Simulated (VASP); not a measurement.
# AlNi2 (P-3m1) in VASP: a series of runs

AlNi2 is run at these levels: r2SCAN; tasks: single point.

Program: VASP 6.6.1. These are calculated values, not measurements. Logs are shortened: lines on timing, memory, paths and dates and some standing lists are left out, and cuts for length are marked.

## (1) The cell of the first run

The structure is trigonal, space group P-3m1 (No. 164). Conventional cell: a = 3.974 Å, b = 3.974 Å, c = 4.904 Å, α = 90.00°, β = 90.00°, γ = 120.00°. Al (site symmetry 3m) has 11 Ni at 2.37 to 2.75 Å and 3 Al at 2.96 Å within 3.1 Å. Within 3.1 Å of Ni (site symmetry 3m) lie 5 Al at 2.37 to 2.48 Å and 9 Ni at 2.47 to 2.93 Å. Ni (site symmetry -3m) has 8 Ni at 2.45 to 2.47 Å and 6 Al at 2.75 Å within 3.2 Å. Within 3.2 Å of Ni (site symmetry -3m) lie 8 Ni at 2.45 to 2.77 Å and 6 Al at 2.48 Å.

## (2) Single point, r2SCAN

Input file POSCAR:

```
AlNi2
1.0
    3.9740030242      0.0000000000      0.0000000000
   -1.9870015121      3.4415875737      0.0000000000
    0.0000000000      0.0000000000      4.9042588200
Al Ni
2 4
Direct
    0.3333333333      0.6666666667      0.1898740600
    0.6666666667      0.3333333333      0.8101259400
    0.3333333333      0.6666666667      0.6851100400
    0.6666666667      0.3333333333      0.3148899600
    0.0000000000      0.0000000000      0.5000000000
    0.0000000000      0.0000000000      0.0000000000
```

Input file INCAR.step1:

```
  PREC = Accurate
  ENCUT = 520
  ISMEAR = -5
  SIGMA = 0.1
  LREAL = F
  LASPH = T
  NELM = 60
  NBANDS = 32
  GGA = PE
  ALGO = Normal
  EDIFF = 1E-4
  LWAVE = T
  LCHARG = F
```

Input file INCAR.step2:

```
  PREC = Accurate
  ENCUT = 520
  EDIFF = 1E-7
  ISMEAR = -5
  SIGMA = 0.1
  LREAL = F
  LASPH = T
  NELM = 60
  ALGO = Normal
  ISIF = 2
  LWAVE = F
  LCHARG = F
  METAGGA = R2SCAN
  LMIXTAU = T
  NBANDS = 32
  ISTART = 1
```

Input file KPOINTS:

```
regular mesh
0
Gamma
  12 12 8
```

Potentials or basis: VASP PAW PBE potentials, release 64 (Al, Ni).

Run with:

```console
cat potpaw_PBE.64/Al/POTCAR potpaw_PBE.64/Ni/POTCAR > POTCAR
cp INCAR.step1 INCAR
mpirun -np 1 vasp_std > vasp.out
cp INCAR.step2 INCAR
mpirun -np 1 vasp_std > vasp.out
```

OUTCAR:

```text
PREC = Accurate
   ENCUT = 520
   EDIFF = 1E-7
   ISMEAR = -5
   LREAL = F
   LASPH = T
   NELM = 60
   ISIF = 2
   METAGGA = R2SCAN
   ISTART = 1

 ion  position               nearest neighbor table
   1  0.333  0.667  0.190-   4 2.37   4 2.37   4 2.37   3 2.43   3 2.48   6 2.48   6 2.48   6 2.48
                             5 2.75   5 2.75   5 2.75   2 2.96   2 2.96   2 2.96
   2  0.667  0.333  0.810-   3 2.37   3 2.37   3 2.37   4 2.43   4 2.48   6 2.48   6 2.48   6 2.48
                             5 2.75   5 2.75   5 2.75   1 2.96   1 2.96   1 2.96
   3  0.333  0.667  0.685-   2 2.37   2 2.37   2 2.37   1 2.43   5 2.47   5 2.47   5 2.47   1 2.48
                             6 2.77   6 2.77   6 2.77   4 2.93   4 2.93   4 2.93
   4  0.667  0.333  0.315-   1 2.37   1 2.37   1 2.37   2 2.43   5 2.47   5 2.47   5 2.47   2 2.48
                             6 2.77   6 2.77   6 2.77   3 2.93   3 2.93   3 2.93
   5  0.000  0.000  0.500-   6 2.45   6 2.45   3 2.47   4 2.47   4 2.47   3 2.47   4 2.47   3 2.47
                             1 2.75   2 2.75   1 2.75   2 2.75   2 2.75   1 2.75
   6  0.000  0.000  0.000-   5 2.45   5 2.45   1 2.48   2 2.48   2 2.48   1 2.48   2 2.48   1 2.48
                             3 2.77   4 2.77   4 2.77   3 2.77   3 2.77   4 2.77

  LATTYP: Found a hexagonal cell.
 ALAT       =     3.9740030242
 C/A-ratio  =     1.2340853266

  Lattice vectors:

 A1 = (   3.9740030242,   0.0000000000,   0.0000000000)
 A2 = (  -1.9870015121,   3.4415875737,   0.0000000000)
 A3 = (   0.0000000000,   0.0000000000,   4.9042588200)

Analysis of symmetry for initial positions (statically):
=====================================================================
 Subroutine PRICEL returns:
 Original cell was already a primitive cell.

 Routine SETGRP: Setting up the symmetry group for a
 hexagonal supercell.

 Subroutine GETGRP returns: Found 12 space group operations
 (whereof 12 operations were pure point group operations)
 out of a pool of 24 trial point group operations.

The static configuration has the point symmetry D_3d.

Analysis of symmetry for dynamics (positions and initial velocities):
=====================================================================
 Subroutine PRICEL returns:
 Original cell was already a primitive cell.

 Routine SETGRP: Setting up the symmetry group for a
 hexagonal supercell.

 Subroutine GETGRP returns: Found 12 space group operations
 (whereof 12 operations were pure point group operations)
 out of a pool of 24 trial point group operations.

[... 114 lines left out ...]
   IBRION =     -1    ionic relax: 0-MD 1-quasi-New 2-CG
   NFREE  =      0    steps in history (QN), initial steepest desc. (CG)
   ISIF   =      2    stress and relaxation
   ISYM   =      2    0-nonsym 1-usesym 2-fastsym
   POTIM  = 0.5000    time-step for ionic-motion
   TEBEG  =    0.0;   TEEND  =   0.0 temperature during run
   PSTRESS=    0.0 pullay stress
   NELECT =      46.0000    total number of electrons
   NUPDOWN=      -1.0000    fix difference up-down
   EMIN   =  10.00;   EMAX   =-10.00  energy-range for DOS
   EFERMI =   0.00;   METHOD = LEGACY
   ISMEAR =    -5;   SIGMA  =   0.10  broadening in eV -4-tet -1-fermi 0-gaus
   EFERMI_NEDOS =   21; number of points for ismear=-14 and -15
   IALGO  =     38    algorithm
   IMIX   =      4    mixing-type and parameters
     AMIX     =   0.40;   BMIX     =  1.00
     AMIX_MAG =   1.60;   BMIX_MAG =  1.00
  volume/ion in A,a.u.               =      11.18        75.44
  Fermi-wavevector in a.u.,A,eV,Ry     =   1.443690  2.728179 28.357821  2.084241
  Thomas-Fermi vector in A             =   2.562069
   LORBIT       =      0    0 simple, 1 ext, 2 COOP (PROOUT), +10 PAW based schemes
   METAGGA = R2SCAN    functional components
   LHFCALC =     F    Hartree Fock is set to
   AEXX    =    0.0000 exact exchange contribution
   IVDW    =     0    specifies the selected vdW correction
   LEPSILON=     F    determine dielectric tensor
   LRPA    =     F    only Hartree local field effects (RPA)
 non-spin polarized calculation
 Fermi weights with tetrahedron method with Bloechl corrections
  energy-cutoff  :      520.00
  volume of cell :       67.07
 maximum number of plane-waves:      1827
 NGX is ok and might be reduce to    30
   NGX = 15   NGY = 15   NGZ = 19

 number of electron      46.0000031 magnetization

 Free energy of the ion-electron system (eV)
  ---------------------------------------------------
  ext. energy  EPLUGINS =         0.00000000
  ---------------------------------------------------
  free energy    TOTEN  =       -64.26000331 eV

  energy without entropy =      -64.26000331  energy(sigma->0) =      -64.26000331

 E-fermi :   9.9415     XC(G=0): -13.6508

 val. band max:        9.9766931054   @ k =   0.2500   0.2500   0.5000
 cond. band min:       9.9301469736   @ k =   0.2500   0.1667   0.2500
 fundamental gap:     -0.0465461318
 Fermi energy:         9.9415230394

 k-point     1 :       0.0000    0.0000    0.0000
  band No.  band energies     occupation
      1      -1.2032      2.00000
      2       4.4327      2.00000
      3       4.5603      2.00000
      4       5.9135      2.00000
      5       5.9135      2.00000
      6       6.4517      2.00000
[... 829 lines left out ...]
     31      17.1681      0.00000
     32      17.4727      0.00000

 [... further k-points ...]

------------------------ aborting loop because EDIFF is reached ----------------------------------------

  FORCE on cell =-STRESS in cart. coord.  units (eV):
  Direction    XX          YY          ZZ          XY          YZ          ZX
  --------------------------------------------------------------------------------------
  -------------------------------------------------------------------------------------
  Total        0.2774849      0.2774849      0.2651023      0.0000000     -0.0000000      0.0000000
  in kB        6.6281081      6.6281081      6.3323314      0.0000000     -0.0000000      0.0000000
  external PRESSURE =       6.5295159 kB  Pullay stress =       0.0000000 kB

 VOLUME and BASIS-vectors are now :
 -----------------------------------------------------------------------------
  energy-cutoff  :      520.00
  volume of cell :       67.07
      direct lattice vectors                 reciprocal lattice vectors
     3.974003024  0.000000000  0.000000000     0.251635440  0.145281789  0.000000000
    -1.987001512  3.441587574  0.000000000     0.000000000  0.290563578  0.000000000
     0.000000000  0.000000000  4.904258820     0.000000000  0.000000000  0.203904410

 POSITION                                       TOTAL-FORCE (eV/Angst)
 -----------------------------------------------------------------------------------
     -0.00000      2.29439      0.93119         0.000000      0.000000      0.001639
      1.98700      1.14720      3.97307        -0.000000      0.000000     -0.001639
     -0.00000      2.29439      3.35996         0.000000     -0.000000      0.006251
      1.98700      1.14720      1.54430         0.000000      0.000000     -0.006251
      0.00000      0.00000      2.45213         0.000000      0.000000      0.000000
      0.00000      0.00000      0.00000         0.000000      0.000000      0.000000
 -----------------------------------------------------------------------------------
    total drift:                                0.000000     -0.000000      0.000000

  FREE ENERGIE OF THE ION-ELECTRON SYSTEM (eV)
  ---------------------------------------------------
  free  energy   TOTEN  =       -64.2600033117 eV

  energy  without entropy=      -64.2600033117  energy(sigma->0) =      -64.26000331
```

OUTCAR.step1:

```text
PREC = Accurate
   ENCUT = 520
   ISMEAR = -5
   LREAL = F
   LASPH = T
[... 1085 lines left out ...]
     -0.00000      2.29439      3.35996         0.000000      0.000000      0.049486
      1.98700      1.14720      1.54430        -0.000000      0.000000     -0.049486
      0.00000      0.00000      2.45213         0.000000      0.000000      0.000000
      0.00000      0.00000      0.00000         0.000000      0.000000      0.000000
 -----------------------------------------------------------------------------------
    total drift:                                0.000000     -0.000000      0.000000

  FREE ENERGIE OF THE ION-ELECTRON SYSTEM (eV)
  ---------------------------------------------------
  free  energy   TOTEN  =       -32.3338144073 eV

  energy  without entropy=      -32.3338144073  energy(sigma->0) =      -32.33381441
```

It took 19 min on 1 thread of Intel Xeon Platinum 8488C (Sapphire Rapids), shared host; peak memory 0.33 GiB.

What came out:

* Free energy: -64.2600 eV
* Pressure: 0.7 GPa
* Largest force: 0.006 eV/Å
* Band gap on the k mesh: zero (bands 23 and 24 overlap by 4.41 eV)

Forces in eV/Å, atoms in the order of the input:
```
Al   0.000  0.000  0.002
Al   0.000  0.000 -0.002
Ni   0.000  0.000  0.006
Ni   0.000  0.000 -0.006
Ni   0.000  0.000  0.000
Ni   0.000  0.000  0.000
```

Caveat: the PAW data sets were made with another functional, which shifts forces and pressure a little; tetrahedron occupations give inexact forces and stress in metals.

[end of part 1 of 2]
